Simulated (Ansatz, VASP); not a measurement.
**Two plane-wave programs on Bi2Se3**

```
Se Bi
1.0
     4.10354    0.00000    0.00000
    -2.05177    3.55377    0.00000
     0.00000    0.00000   31.23680
Se Bi
6 4
Direct
  0.00000 0.00000 0.24010
  0.66667 0.33333 0.35093
  0.33333 0.66667 0.46176
  0.66667 0.33333 0.53824
  0.33333 0.66667 0.64907
  0.00000 0.00000 0.75990
  0.33333 0.66667 0.29017
  0.00000 0.00000 0.41168
  0.00000 0.00000 0.58832
  0.66667 0.33333 0.70983
```

Alike in both runs: task single point; functional LDA; k mesh 9 × 9 × 1; occupations gaussian, width 0.1 eV; no spin polarisation.

|  | VASP | Ansatz |
| --- | --- | --- |
| version | VASP 6.6.1 | Ansatz 0.2.0 |
| potentials or method | VASP PAW LDA potentials, release 64 (Se, Bi_d), cutoff 520 eV | scalar-relativistic, plane waves, PAW |
| valence electrons in the cell | 96 | 156 |

|  | VASP | Ansatz | Ansatz less VASP |
| --- | --- | --- | --- |
| gap on the k mesh at the Fermi level (eV) | 0.41 | 0.42 | +0.009 |
| least direct gap on the mesh (eV) | 0.41 | 0.42 | +0.009 |
| rms of the force components (eV/Å) | 0.052 | 0.059 | +0.0076 |

LDA's correlation is that of Perdew and Zunger in VASP and of Perdew and Wang (1992) in Ansatz. VASP's potentials hold 96 valence electrons a cell and Ansatz's 156, so a difference there can come from the potentials and not from the codes. Ansatz's warnings: xc potential rough in thin density.

Neither program's run includes spin-orbit coupling.
